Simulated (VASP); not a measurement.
V, 2 atoms in the cell. Symmetry: P6_3/mmc, No. 194, hexagonal system. Conventional cell: a = 1.933 Å, b = 1.933 Å, c = 3.426 Å, α = 90.00°, β = 90.00°, γ = 120.00°. V (site symmetry -6m2) has 12 V at 1.93 to 2.04 Å within 2.6 Å.  This cell differs from its parent crystal: volume scaled by 0.43.

* Program: VASP 6.6.1
* Task: density of states
* Functional: LDA
* Potentials or basis: VASP PAW LDA potentials, release 64 (V_sv)
* Cutoff: 520 eV
* k mesh: 18 × 18 × 10
* Occupations: fermi-dirac, width 0.08 eV
* Spin: no spin polarisation
* Dipole correction: no
* k mesh for the DOS: 27 × 27 × 15
* Occupations for the DOS: tetrahedron
* Further INCAR settings: ALGO = Normal; EDIFF = 1e-06; NBANDS = 20

Potentials or basis: VASP PAW LDA potentials, release 64 (V_sv).

The run is started by

```sh
$ cat potpaw_LDA.64/V_sv/POTCAR > POTCAR
$ cp INCAR.step1 INCAR
$ cp KPOINTS.step1 KPOINTS
$ mpirun -np 1 vasp_std > vasp.out
$ cp INCAR.step2 INCAR
$ cp KPOINTS.step2 KPOINTS
$ mpirun -np 1 vasp_std > vasp.out
```

Hardware: 1 thread of Intel(R) Xeon(R) Platinum 8488C (Sapphire Rapids), on a shared host.

Estimate the wall time of this run.

Run time: 99 s on 1 thread of Intel(R) Xeon(R) Platinum 8488C (Sapphire Rapids), with other jobs on the host, peak memory 0.24 GiB. Counts: k points 600.
